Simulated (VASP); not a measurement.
Set up this calculation in VASP 6.6.1, as the native input.

| Property | Result |
| --- | --- |
| Task | single point |
| Functional | PBE |
| Potentials or basis | VASP PAW PBE potentials, release 64 (Fe_sv, O) |
| Cutoff | 700 eV |
| k mesh | 11 × 11 × 11 |
| Occupations | gaussian, width 0.014 eV |
| Spin | collinear spin, ferromagnetic start |
| Starting moments | [3.0, 0.0] μB |
| Dipole correction | no |
| Further INCAR settings | ALGO = Normal; EDIFF = 1e-06; NBANDS = 22 |

The structure of FeO lies in POSCAR:

```
FeO
1.0
    0.0000000000      2.1554000000      2.1554000000
    2.1554000000      0.0000000000      2.1554000000
    2.1554000000      2.1554000000      0.0000000000
Fe O
1 1
Direct
    0.0000000000      0.0000000000      0.0000000000
    0.5000000000      0.5000000000      0.5000000000
```

These files were run (other wordings do the same):

INCAR

```
SYSTEM = FeO
ALGO = Normal
EDIFF = 1E-6
ENCUT = 700
GGA = PE
GGA_COMPAT = .False.
ISIF = 2
ISMEAR = 0
ISPIN = 2
LASPH = .True.
LCHARG = .True.
LELF = .True.
LMAXMIX = 4
LORBIT = 11
LREAL = .False.
LVHAR = .True.
LWAVE = .False.
MAGMOM = 3 0
NBANDS = 22
NELM = 200
PREC = Accurate
SIGMA = 0.014
```

KPOINTS

```
k-points
0
Gamma
  11 11 11
  0 0 0
```

Potentials or basis: VASP PAW PBE potentials, release 64 (Fe_sv, O).

Command:

```console
$ cat potpaw_PBE.64/Fe_sv/POTCAR potpaw_PBE.64/O/POTCAR > POTCAR
$ mpirun -np 1 vasp_std > vasp.out
```

Results of the run:

```
Pressure                                              : -1.4 GPa
Band gap on the k mesh                                : zero (filled and empty bands overlap)
Net moment                                            : 4.00 μB per cell
Site moments                                          : Fe +3.48; O +0.30 μB
Valence electrons inside the program's atomic spheres : Fe 13.62; O 4.99
```

Caveat: a cell with one magnetic atom can't hold antiferromagnetic order, which such compounds often take; semilocal functionals often make such compounds metallic where correlation or magnetic order opens a gap, which also shifts bond lengths.

It took 46 s on 1 thread of Intel(R) Xeon(R) Platinum 8559C (Emerald Rapids) (shared host), peak memory 0.2 GiB.
